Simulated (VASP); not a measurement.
Input of a VASP 6.6.1 run:

File INCAR:

```
PREC = Accurate
ENCUT = 520
EDIFF = 1E-6
ISMEAR = 1
SIGMA = 0.1
LREAL = False
LASPH = True
NELM = 100
ALGO = Fast
ISIF = 2
LWAVE = False
LCHARG = False
GGA = PE
NBANDS = 10
```

Contents of KPOINTS:

```
Automatic mesh
0
Gamma
  14 14 14
```

The input POSCAR:

```
Na
1.0
   -2.0576110000      2.1435560000      2.1993280000
    2.1081360000     -2.0830750000      2.1893720000
    2.0920000000      2.1174640000     -2.1388470000
Na
1
Direct
   -0.0012990000     -0.0002080000     -0.0053070000
```

Potentials or basis: VASP PAW PBE potentials, release 64 (Na_pv).

The run is started by

```console
$ cat potpaw_PBE.64/Na_pv/POTCAR > POTCAR
$ mpirun -np 1 vasp_std > vasp.out
```

Q: Predict the band gap on the k mesh.

A: Zero (an odd number of electrons rules out a gap without spin polarisation).

Q: Estimate the pressure.

A: -0.5 GPa.

Stress tensor (GPa, compression positive):
```
-0.51 -0.05 -0.11
-0.05 -0.49 -0.14
-0.11 -0.14 -0.55
```
